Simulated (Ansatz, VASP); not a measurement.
**Two plane-wave programs on In3Sb**

POSCAR

```
In3Sb
1.0
    4.8369620000      0.0000000000      0.0000000000
    0.0000000000      4.8369620000      0.0000000000
    0.0000000000      0.0000000000      4.8369620000
In Sb
3 1
Direct
    0.5000000000      0.5000000000      0.0000000000
    0.5000000000      0.0000000000      0.5000000000
    0.0000000000      0.5000000000      0.5000000000
    0.0000000000      0.0000000000      0.0000000000
```

The input INCAR.step1:

```
SYSTEM = In3Sb
ALGO     = Normal         ! electronic algorithm
EDIFF    = 1E-4           ! SCF threshold, eV
ENCUT    = 520            ! plane-wave cutoff, eV
GGA      = PE             ! functional
ISMEAR   = 0              ! smearing method
LASPH    = .TRUE.         ! aspherical terms in the spheres
LCHARG   = .FALSE.        ! write CHGCAR
LREAL    = .FALSE.        ! projectors in reciprocal space
LWAVE    = .TRUE.         ! write WAVECAR
NBANDS   = 30             ! bands
NELM     = 80             ! most SCF steps
PREC     = Accurate       ! precision mode
SIGMA    = 0.1            ! smearing width, eV
```

The input INCAR.step2:

```
SYSTEM = In3Sb
ALGO     = Normal         ! electronic algorithm
EDIFF    = 1E-6           ! SCF threshold, eV
ENCUT    = 520            ! plane-wave cutoff, eV
ISIF     = 2              ! what is computed and relaxed
ISMEAR   = 0              ! smearing method
ISTART   = 1            
LASPH    = .TRUE.         ! aspherical terms in the spheres
LCHARG   = .TRUE.         ! write CHGCAR
LELF     = .TRUE.         ! ELF
LMIXTAU  = .TRUE.       
LREAL    = .FALSE.        ! projectors in reciprocal space
LVHAR    = .TRUE.       
LWAVE    = .FALSE.        ! write WAVECAR
METAGGA  = R2SCAN         ! meta-GGA
NBANDS   = 30             ! bands
NELM     = 80             ! most SCF steps
PREC     = Accurate       ! precision mode
SIGMA    = 0.1            ! smearing width, eV
```

The input KPOINTS:

```
k-points
0
G
  12 12 12
  0 0 0
```

Input for Ansatz:

```yaml
crystal:
  lattice:
    - [4.836962, 0.0, 0.0]
    - [0.0, 4.836962, 0.0]
    - [0.0, 0.0, 4.836962]
  atoms:
    - { symbol: In, position: [0.5, 0.5, 0.0] }
    - { symbol: In, position: [0.5, 0.0, 0.5] }
    - { symbol: In, position: [0.0, 0.5, 0.5] }
    - { symbol: Sb, position: [0.0, 0.0, 0.0] }
basis:
  ecutwfc: 500
kpoints:
  mp_grid: { grid: [12, 12, 12] }
hamiltonian:
  xc: r2scan
scf:
  occupations: { method: gaussian, width: 0.1 }
output:
  forces: true
  stress: true
  eigenvalues: true
```

Alike in both runs: task single point; functional r2SCAN; k mesh 12 × 12 × 12; occupations gaussian, width 0.1 eV; no spin polarisation.

|  | VASP | Ansatz |
| --- | --- | --- |
| version | VASP 6.6.1 | Ansatz 0.2.0 |
| potentials or method | VASP PAW PBE potentials, release 64 (In_d, Sb), cutoff 520 eV | scalar-relativistic, plane waves, PAW |
| valence electrons in the cell | 44 | 54 |

```csv
,VASP,Ansatz,Ansatz less VASP
gap on the k mesh at the Fermi level (eV),none,none,-
pressure (GPa),-1.3,-1.3,+0.01
```

VASP's potentials were made for PBE, not for r2SCAN. A gap of «none» marks a metal or a gap that the smearing closes. With one functional, cell and mesh, what is left measures potentials, basis and numerics. VASP's potentials hold 44 valence electrons a cell and Ansatz's 54, so a difference there can come from the potentials and not from the codes.

Spin-orbit coupling is off throughout.
